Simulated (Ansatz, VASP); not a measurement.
Given: the input of a run of VASP 6.6.1 on Ru.

INCAR

```
PREC     = Accurate       # precision mode
ENCUT    = 600            # plane-wave cutoff, eV
EDIFF    = 1E-7           # SCF threshold, eV
ISMEAR   = -1             # smearing method
SIGMA    = 0.05           # smearing width, eV
LREAL    = False          # projectors in reciprocal space
LASPH    = True           # aspherical terms in the spheres
NELM     = 60             # most SCF steps
ALGO     = Normal         # electronic algorithm
ISIF     = 3              # what is computed and relaxed
LWAVE    = False          # write WAVECAR
LCHARG   = False          # write CHGCAR
GGA      = RE             # functional
IVDW     = 12             # dispersion correction
IBRION   = 2              # ionic algorithm
NSW      = 80             # ionic steps
EDIFFG   = -0.01          # ionic threshold
```

Contents of KPOINTS:

```
Automatic mesh
0
Gamma
  11 11 6
```

File POSCAR:

```
Ru
1.0
    2.7058000000      0.0000000000      0.0000000000
   -1.3529000000      2.3432915376      0.0000000000
    0.0000000000      0.0000000000      4.2819000000
Ru
2
Direct
    0.6666666667      0.3333333333      0.7500000000
    0.3333333333      0.6666666667      0.2500000000
```

Potentials or basis: VASP PAW PBE potentials, release 64 (Ru_pv).

The run is started by

```bash
$ cat potpaw_PBE.64/Ru_pv/POTCAR > POTCAR
$ mpirun -np 1 vasp_std > vasp.out
```

Translate it to Ansatz 0.2.0. Potentials there: all-electron LAPW, scalar-relativistic.

As run (the cutoff follows the program's own potentials):

File input.yaml:

```yaml
crystal:
  lattice:
    - [2.7058, 0.0, 0.0]
    - [-1.3529, 2.3432915376, 0.0]
    - [0.0, 0.0, 4.2819]
  atoms:
    - { symbol: Ru, position: [0.6666666667, 0.3333333333, 0.75] }
    - { symbol: Ru, position: [0.3333333333, 0.6666666667, 0.25] }
kpoints:
  mp_grid: { grid: [11, 11, 6] }
scf:
  occupations: { method: fermi_dirac, width: 0.05 }
hamiltonian:
  xc: revpbe
  dispersion: d3bj
  pseudopotentials: { kind: all_electron, lapw: { basis_error: 0.001 } }
output:
  forces: true
  stress: true
relax:
  f_tol: 0.01
  max_steps: 60
  cell: {}
```

Potentials or basis: all-electron LAPW, scalar-relativistic.

Run with:

```sh
$ ansatz run input.yaml --threads 1 --pin off --max-ram 3072MiB --backend cpu --events-out ev --progress --plain --runs-dir out
```

Both were run:

|  | VASP | Ansatz | Ansatz less VASP |
| --- | --- | --- | --- |
| relaxed volume (Å³/atom) | 13.29 | 13.28 | -0.002 |
| relaxed length of the cell vector where the two differ most in proportion (Å) | 4.254 | 4.254 | -0.0006 |

VASP's potentials were made for PBE, not for revPBE. Ansatz ran all-electron here, and VASP with PAW potentials.
